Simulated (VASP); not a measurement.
## Ti: single point with LDA

Ti:

```
CELL_PARAMETERS angstrom
0.00000 2.14057 2.00053
2.07055 0.00000 2.00053
2.07055 2.14057 0.00000
ATOMIC_POSITIONS crystal
Ti 0.00000 0.00000 0.00000
```

This cell differs from its parent crystal: normal strain along x +0.0350, normal strain along y +0.0700.

* Program: VASP 6.6.1
* Task: single point
* Functional: LDA
* Potentials or basis: VASP PAW LDA potentials, release 64 (Ti_sv)
* Cutoff: 520 eV
* k mesh: 20 × 20 × 20
* Occupations: gaussian, width 0.15 eV
* Spin: no spin polarisation

| Item | Value |
| --- | --- |
| Pressure | -10.7 GPa |
| Band gap on the k mesh | zero (band 6 reaches 8.52 eV, above the bottom of band 7 at 7.25 eV) |

Stress tensor (GPa, compression positive):
```
-10.72   0.00   0.00
  0.00 -11.71   0.00
  0.00   0.00  -9.69
```

Levels at points of the mesh, in eV from the Fermi level:
| k point | band 4 | band 5 | band 6 | band 7 | band 8 | band 9 |
| --- | --- | --- | --- | --- | --- | --- |
| (0.00, 0.00, 0.00) | -32.29 | -5.96 | 0.59 | 0.87 | 1.11 | 2.12 |
| (0.50, 0.00, 0.00) | -32.35 | -2.53 | 0.47 | 0.71 | 0.97 | 3.36 |
| (0.50, 0.50, 0.00) | -32.54 | -2.47 | -1.72 | 3.42 | 3.47 | 3.65 |
| (0.50, 0.00, 0.50) | -32.47 | -2.53 | -1.59 | 2.25 | 3.45 | 3.64 |
| (0.00, 0.50, 0.50) | -32.49 | -2.50 | -1.63 | 2.83 | 3.40 | 3.54 |

It took 4.9 min on 1 thread of Intel(R) Xeon(R) Platinum 8375C CPU @ 2.90GHz (Ice Lake), with other jobs on the host, peak memory 0.33 GiB.

Caveat: the cell differs from its parent crystal (normal strain along x +0.0350, normal strain along y +0.0700).
